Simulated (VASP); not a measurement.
A run of VASP 6.6.1 is set up as follows.

Contents of INCAR:

```
SYSTEM = HPt3
  PREC = Accurate
  ENCUT = 520
  EDIFF = 1E-6
  ISMEAR = 0
  SIGMA = 0.1
  LREAL = .False.
  LASPH = .True.
  NELM = 60
  ALGO = Normal
  ISIF = 2
  LWAVE = .False.
  LCHARG = .False.
  LDIPOL = .True.
  IDIPOL = 3
  DIPOL = 0.5 0.5 0.343
  GGA = PE
  IBRION = 2
  NSW = 36
  EDIFFG = -0.025
```

File KPOINTS:

```
Automatic mesh
0
Gamma
  9 9 1
  0 0 0
```

The input POSCAR:

```
HPt3
1.0
    2.8071640668      0.0000000000      0.0000000000
    0.0000000000      2.8071640668      0.0000000000
    0.0000000000      0.0000000000     19.3513900635
Pt H
3 1
Selective dynamics
Direct
    0.5000000000      0.5000000000      0.2067034971  F F F
    0.0000000000      0.0000000000      0.3062505493  F F F
    0.5000000000      0.5000000000      0.4057274458  F F F
    0.8333333333      0.8333333333      0.4528851239  F F T
```

Potentials or basis: VASP PAW PBE potentials, release 64 (Pt, H).

Launch:

```bash
$ cat potpaw_PBE.64/Pt/POTCAR potpaw_PBE.64/H/POTCAR > POTCAR
$ mpirun -np 1 vasp_std > vasp.out
```

(1) Estimate the energy gained by relaxing.

(2) Predict the band gap on the k mesh.

Results:

(1) 3.2 meV/atom.

(2) zero (an odd number of electrons rules out a gap without spin polarisation).

Caveat: spin-orbit coupling is left out, which moves the levels of the heavy elements.
